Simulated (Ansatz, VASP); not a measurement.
# Two plane-wave programs on Hf4C

INCAR

```
SYSTEM = Hf4C
  PREC = Accurate
  ENCUT = 600
  EDIFF = 1E-6
  ISMEAR = 0
  SIGMA = 0.2
  LREAL = .False.
  LASPH = .True.
  NELM = 80
  ALGO = Normal
  ISIF = 3
  LWAVE = .False.
  LCHARG = .False.
  GGA = PE
  IBRION = 2
  NSW = 36
  EDIFFG = -0.08
```

KPOINTS

```
regular mesh
0
Gamma
  5 5 5
  0 0 0
```

The input POSCAR:

```
Hf4C
1.0
   -2.1836915600      2.1836915600      4.1599962800
    2.1836915600     -2.1836915600      4.1599962800
    2.1836915600      2.1836915600     -4.1599962800
Hf C
4 1
Direct
    0.7556089200      0.7556089200      0.0000000000
    0.5000000000      0.0000000000      0.5000000000
    0.0000000000      0.5000000000      0.5000000000
    0.2443910800      0.2443910800      0.0000000000
    0.0000000000      0.0000000000      0.0000000000
```

Input for Ansatz:

```yaml
crystal:
  lattice:
    - [-2.18369156, 2.18369156, 4.15999628]
    - [2.18369156, -2.18369156, 4.15999628]
    - [2.18369156, 2.18369156, -4.15999628]
  atoms:
    - { symbol: Hf, position: [0.75560892, 0.75560892, 0.0] }
    - { symbol: Hf, position: [0.5, 0.0, 0.5] }
    - { symbol: Hf, position: [0.0, 0.5, 0.5] }
    - { symbol: Hf, position: [0.24439108, 0.24439108, 0.0] }
    - { symbol: C, position: [0.0, 0.0, 0.0] }
basis:
  ecutwfc: 420
kpoints:
  mp_grid: { grid: [5, 5, 5] }
hamiltonian:
  xc: pbe
scf:
  occupations: { method: gaussian, width: 0.2 }
  lower_state_search: "off"
output:
  forces: true
  stress: true
  eigenvalues: true
relax:
  adjacent_minimum: "off"
  f_tol: 0.08
  max_steps: 16
  cell: { stress_tol: 0.8 }
```

Change from the starting cell: species swapped into the SnF4 type (I4/mmm, No. 139).

Alike in both runs: task relaxation of cell and atoms; functional PBE; k mesh 5 × 5 × 5; occupations gaussian, width 0.2 eV; no spin polarisation.

|  | VASP | Ansatz |
| --- | --- | --- |
| version | VASP 6.6.1 | Ansatz 0.2.0 |
| potentials or method | VASP PAW PBE potentials, release 64 (Hf_pv, C), cutoff 600 eV | scalar-relativistic, plane waves, PAW |
| valence electrons in the cell | 44 | 108 |

Ansatz gave:

| Quantity | Value |
| --- | --- |
| gap on the k mesh at the Fermi level, each at its own relaxed structure (eV) | none |
| relaxed volume (Å³/atom) | 19.29 |
| relaxed cell length with the largest relative difference (Å) | 5.650 |

Problem. Which values does VASP return?

Solution. gap on the k mesh at the Fermi level, each at its own relaxed structure (eV): none; relaxed volume (Å³/atom): 19.19; relaxed cell length with the largest relative difference (Å): 5.642.

A gap of «none» marks a metal or a gap that the smearing closes. VASP's potentials hold 44 valence electrons a cell and Ansatz's 108, so a difference there can come from the potentials and not from the codes.

The k mesh is coarse, so the values compare programs but aren't converged. Neither program's run includes spin-orbit coupling. Noted on VASP's run: the volume moved by over 15 % at a fixed basis, so the end points are rough.
